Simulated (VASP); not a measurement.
# In3As (P-6m2) in VASP: further runs, part 2 of 2

VASP 6.6.1.

### 4 Single point, PBE

This run uses another cell than the first one, of 25.88 Å³/atom.

File INCAR:

```
ALGO     = Fast           # electronic algorithm
EDIFF    = 1E-6           # SCF threshold, eV
ENCUT    = 520            # plane-wave cutoff, eV
GGA      = PE             # functional
ISIF     = 2              # what is computed and relaxed
ISMEAR   = 0              # smearing method
LASPH    = True           # aspherical terms in the spheres
LCHARG   = False          # write CHGCAR
LREAL    = False          # projectors in reciprocal space
LWAVE    = False          # write WAVECAR
NBANDS   = 30             # bands
NELM     = 80             # most SCF steps
PREC     = Accurate       # precision mode
SIGMA    = 0.1            # smearing width, eV
```

File KPOINTS:

```
k-points
0
Gamma
  18 18 6
```

File POSCAR:

```
In3As
1.0
    3.3710017122      0.0000000000      0.0000000000
   -1.6855008561      2.9193731189      0.0000000000
    0.0000000000      0.0000000000     10.5184472193
In As
3 1
Direct
    0.6666666667      0.3333333333      0.5000000000
    0.3333333333      0.6666666667      0.2245680115
    0.3333333333      0.6666666667      0.7754319885
    0.6666666667      0.3333333333      0.0000000000
```

Potentials or basis: VASP PAW PBE potentials, release 64 (In_d, As).

Command:

```bash
cat potpaw_PBE.64/In_d/POTCAR potpaw_PBE.64/As/POTCAR > POTCAR
mpirun -np 1 vasp_std > vasp.out
```

OUTCAR:

```text
EDIFF = 1E-6
   ENCUT = 520
   GGA = PE
   ISIF = 2
   ISMEAR = 0
   LASPH = True
   LREAL = False
   NELM = 80
   PREC = Accurate

 ion  position               nearest neighbor table
   1  0.667  0.333  0.500-   2 3.49   3 3.49   2 3.49   3 3.49   2 3.49   3 3.49
   2  0.333  0.667  0.225-   4 3.06   4 3.06   4 3.06   1 3.49   1 3.49   1 3.49
   3  0.333  0.667  0.775-   4 3.06   4 3.06   4 3.06   1 3.49   1 3.49   1 3.49
   4  0.667  0.333  0.000-   2 3.06   3 3.06   2 3.06   3 3.06   2 3.06   3 3.06

  LATTYP: Found a hexagonal cell.
 ALAT       =     3.3710017122
 C/A-ratio  =     3.1202734728

  Lattice vectors:

 A1 = (   3.3710017122,   0.0000000000,   0.0000000000)
 A2 = (  -1.6855008561,   2.9193731189,   0.0000000000)
 A3 = (   0.0000000000,   0.0000000000,  10.5184472193)

Analysis of symmetry for initial positions (statically):
=====================================================================
 Subroutine PRICEL returns:
 Original cell was already a primitive cell.

 Routine SETGRP: Setting up the symmetry group for a
 hexagonal supercell.

 Subroutine GETGRP returns: Found 12 space group operations
 (whereof 12 operations were pure point group operations)
 out of a pool of 24 trial point group operations.

The static configuration has the point symmetry D_3h.

Analysis of symmetry for dynamics (positions and initial velocities):
=====================================================================
 Subroutine PRICEL returns:
 Original cell was already a primitive cell.

 Routine SETGRP: Setting up the symmetry group for a
 hexagonal supercell.

 Subroutine GETGRP returns: Found 12 space group operations
 (whereof 12 operations were pure point group operations)
 out of a pool of 24 trial point group operations.

The dynamic configuration has the point symmetry D_3h.

[... 118 lines left out ...]
   EFERMI_NEDOS =   21; number of points for ismear=-14 and -15
   IALGO  =     68    algorithm
   IMIX   =      4    mixing-type and parameters
     AMIX     =   0.40;   BMIX     =  1.00
     AMIX_MAG =   1.60;   BMIX_MAG =  1.00
  volume/ion in A,a.u.               =      25.88       174.64
  Fermi-wavevector in a.u.,A,eV,Ry     =   1.230908  2.326079 20.614662  1.515135
  Thomas-Fermi vector in A             =   2.365738
   LORBIT       =      0    0 simple, 1 ext, 2 COOP (PROOUT), +10 PAW based schemes
   GGA     = PE    functional components
   LHFCALC =     F    Hartree Fock is set to
   AEXX    =    0.0000 exact exchange contribution
   IVDW    =     0    specifies the selected vdW correction
   LEPSILON=     F    determine dielectric tensor
   LRPA    =     F    only Hartree local field effects (RPA)
 non-spin polarized calculation
 RMM-DIIS sequential band-by-band and
 Gauss-broadening in eV      SIGMA  =   0.10
  energy-cutoff  :      520.00
  volume of cell :      103.51
 maximum number of plane-waves:      2823
 NGX is ok and might be reduce to    28
   NGX = 13   NGY = 13   NGZ = 39

 number of electron      44.0000012 magnetization

 Free energy of the ion-electron system (eV)
  ---------------------------------------------------
  ext. energy  EPLUGINS =         0.00000000
  ---------------------------------------------------
  free energy    TOTEN  =       -11.85864319 eV

  energy without entropy =      -11.84876016  energy(sigma->0) =      -11.85370168

 E-fermi :   6.6554     XC(G=0): -10.0659

 val. band max:        6.6503424223   @ k =   0.3333   0.1111   0.3333
 cond. band min:       6.6685166757   @ k =   0.1667  -0.0000   0.1667
 fundamental gap:      0.0181742535
 Fermi energy:         6.6554247015

 k-point     1 :       0.0000    0.0000    0.0000
  band No.  band energies     occupation
      1      -8.0335      2.00000
      2      -7.9996      2.00000
      3      -7.9695      2.00000
      4      -7.9623      2.00000
      5      -7.9623      2.00000
      6      -7.9510      2.00000
[... 781 lines left out ...]
     29      12.1945      0.00000
     30      12.5016      0.00000

 [... further k-points ...]

------------------------ aborting loop because EDIFF is reached ----------------------------------------

  FORCE on cell =-STRESS in cart. coord.  units (eV):
  Direction    XX          YY          ZZ          XY          YZ          ZX
  --------------------------------------------------------------------------------------
  -------------------------------------------------------------------------------------
  Total       -0.0195807     -0.0195807      0.0125254      0.0000000      0.0000000      0.0000000
  in kB       -0.3030673     -0.3030673      0.1938658      0.0000000      0.0000000      0.0000000
  external PRESSURE =      -0.1374229 kB  Pullay stress =       0.0000000 kB

 VOLUME and BASIS-vectors are now :
 -----------------------------------------------------------------------------
  energy-cutoff  :      520.00
  volume of cell :      103.51
      direct lattice vectors                 reciprocal lattice vectors
     3.371001712  0.000000000  0.000000000     0.296647728  0.171269646  0.000000000
    -1.685500856  2.919373119  0.000000000     0.000000000  0.342539292  0.000000000
     0.000000000  0.000000000 10.518447219     0.000000000  0.000000000  0.095071067

 POSITION                                       TOTAL-FORCE (eV/Angst)
 -----------------------------------------------------------------------------------
      1.68550      0.97312      5.25922         0.000000      0.000000      0.000000
     -0.00000      1.94625      2.36211        -0.000000     -0.000000     -0.000775
     -0.00000      1.94625      8.15634        -0.000000     -0.000000      0.000775
      1.68550      0.97312      0.00000         0.000000     -0.000000      0.000000
 -----------------------------------------------------------------------------------
    total drift:                                0.000000     -0.000000     -0.000000

  FREE ENERGIE OF THE ION-ELECTRON SYSTEM (eV)
  ---------------------------------------------------
  free  energy   TOTEN  =       -11.8586431931 eV

  energy  without entropy=      -11.8487601595  energy(sigma->0) =      -11.85370168
```

Run time: 4.2 min. Hardware: 1 thread of Intel Xeon 6975P-C (Granite Rapids), shared host; peak memory 0.52 GiB.

Results:

```yaml
Free_energy: -11.8586 eV
Pressure: 0.0 GPa
Band_gap_on_the_k_mesh: zero (bands 22 and 23 overlap by 3.76 eV)
```

Caveat: spin-orbit coupling is left out, which moves the levels of the heavy elements.

### 5 The runs side by side

```tsv
task	cell	k mesh	cutoff (eV)	gap on the mesh (eV)	pressure (GPa)
relaxation of cell and atoms	relaxed from a = 3.172, b = 3.172, c = 9.843 Å, angles 90.0, 90.0, 120.0°, 4 atoms, atomic positions A	6 × 6 × 2	600	none	0.0
single point	a = 3.360, b = 3.360, c = 10.581 Å, angles 90.0, 90.0, 120.0°, 4 atoms, atomic positions B	18 × 18 × 4	520	none	-0.1
single point	a = 3.371, b = 3.371, c = 10.518 Å, angles 90.0, 90.0, 120.0°, 4 atoms, atomic positions B	18 × 18 × 6	520	none	0.0
```

Alike in all rows: level PBE; potentials or basis VASP PAW PBE potentials, release 64 (In_d, As); no spin polarisation; smearing gaussian 0.1 eV.

Caveats: some runs use coarse meshes; spin-orbit coupling is left out, which moves the levels of the heavy elements; the volume moved by over 15 % at a fixed basis, so the end points are rough (at least some runs).

Absolute energies hang on the potentials; compare differences alone.
